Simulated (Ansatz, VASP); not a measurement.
## Ir in VASP and in Ansatz

```xyz
2
Lattice="2.7640 0.0000 0.0000 -1.3820 2.3937 0.0000 0.0000 0.0000 4.4082" Properties=species:S:1:pos:R:3 pbc="T T T"
Ir    0.0000    1.5958    3.3061
Ir    1.3820    0.7979    1.1020
```

Alike in both runs: functional PBE; k mesh 8 × 8 × 4; occupations gaussian, width 0.05 eV; no spin polarisation.

Ansatz relaxed the structure, and its values are those at the end. VASP's run is a single point on that final structure, the one shown.

|  | VASP | Ansatz |
| --- | --- | --- |
| version | VASP 6.6.1 | Ansatz 0.2.0 |
| potentials or method | VASP PAW PBE potentials, release 64 (Ir), cutoff 520 eV | scalar-relativistic, plane waves, PAW |
| valence electrons in the cell | 18 | 34 |

Ansatz gave:

| Quantity | Value |
| --- | --- |
| gap on the k mesh at the Fermi level (eV) | none |
| pressure (GPa) | 0.0 |

Task: Estimate VASP's values.

Result: gap on the k mesh at the Fermi level (eV): none; pressure (GPa): 0.5.

A gap of «none» marks a metal or a gap that the smearing closes. With one functional, cell and mesh, what is left measures potentials, basis and numerics. VASP's potentials hold 18 valence electrons a cell and Ansatz's 34, so a difference there can come from the potentials and not from the codes.

Spin-orbit coupling is off throughout.
